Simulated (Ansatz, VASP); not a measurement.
# Be2Hg in VASP and in Ansatz

```
Be Hg
1.0
     1.42829    0.82463    5.95516
    -1.42829    0.82463    5.95516
     0.00000   -1.64925    5.95516
Be Hg
2 1
Cartesian
  0.0000 0.0000 14.1413
  0.0000 0.0000 9.7065
  0.0000 0.0000 -0.0277
```

Alike in both runs: functional PBE; k mesh 6 × 6 × 6; occupations gaussian, width 0.1 eV; no spin polarisation.

Ansatz relaxed the structure, and its values are those at the end. VASP's run is a single point on that final structure, the one shown.

|  | VASP | Ansatz |
| --- | --- | --- |
| version | VASP 6.6.1 | Ansatz 0.2.0 |
| potentials or method | VASP PAW PBE potentials, release 64 (Be, Hg), cutoff 520 eV | scalar-relativistic, plane waves, PAW |
| valence electrons in the cell | 16 | 24 |

Ansatz gave:

| Property | Result |
| --- | --- |
| gap on the k mesh at the Fermi level (eV) | none |
| pressure (GPa) | 0.0 |
| rms of the force components (eV/Å) | 0.001 |

Which values does VASP return?

gap on the k mesh at the Fermi level (eV): none; pressure (GPa): 0.5; rms of the force components (eV/Å): 0.003.

A gap of «none» marks a metal or a gap that the smearing closes. VASP's potentials hold 16 valence electrons a cell and Ansatz's 24, so a difference there can come from the potentials and not from the codes.

The k mesh is coarse, so the values compare programs but aren't converged. Spin-orbit coupling is off throughout.
